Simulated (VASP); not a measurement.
A run of VASP 6.6.1 is set up as follows.

The input POSCAR:

```
O
1.0
    0.0000000000      1.8898850000      3.8988370000
    1.5017730000      0.0000000000      3.8988370000
    1.5017730000      1.8898850000      0.0000000000
O
2
Direct
    0.5789020000      0.5789020000      0.4210980000
    0.4210980000      0.4210980000      0.5789020000
```

Contents of INCAR.step1:

```
SYSTEM = O
ALGO = Normal ; EDIFF = 1E-4
ENCUT = 520 ; GGA = PE
ISMEAR = -1 ; LASPH = .TRUE.
LCHARG = .FALSE. ; LREAL = .FALSE.
LWAVE = .TRUE. ; NBANDS = 13
NELM = 60 ; PREC = Accurate
SIGMA = 0.05
```

Contents of INCAR.step2:

```
SYSTEM = O
ALGO = Normal ; EDIFF = 1E-6
ENCUT = 520 ; ISIF = 2
ISMEAR = -1 ; ISTART = 1
LASPH = .TRUE. ; LCHARG = .FALSE.
LMIXTAU = .TRUE. ; LREAL = .FALSE.
LWAVE = .FALSE. ; METAGGA = R2SCAN
NBANDS = 13 ; NELM = 60
PREC = Accurate ; SIGMA = 0.05
```

KPOINTS

```
k-points
0
G
  7 7 7
  0 0 0
```

Potentials or basis: VASP PAW PBE potentials, release 64 (O).

The run is started by

```console
$ cat potpaw_PBE.64/O/POTCAR > POTCAR
$ cp INCAR.step1 INCAR
$ mpirun -np 1 vasp_std > vasp.out
$ cp INCAR.step2 INCAR
$ mpirun -np 1 vasp_std > vasp.out
```

What does it give for the largest force?

0.714 eV/Å.

Estimate the pressure.

-4.3 GPa.

Predict the band gap on the k mesh.

zero (bands 6 and 7 overlap by 1.94 eV).

Forces in eV/Å, atoms in the order of the input:
```
O    0.000  0.000 -0.714
O    0.000  0.000  0.714
```

Caveat: the k points lie up to 0.40 Å⁻¹ apart, too coarse for converged energies and pressures of a metal; the standard files for N, O and F lose accuracy on very short bonds; spin is off for a triplet molecule; the PAW data sets were made with another functional, which shifts forces and pressure a little.
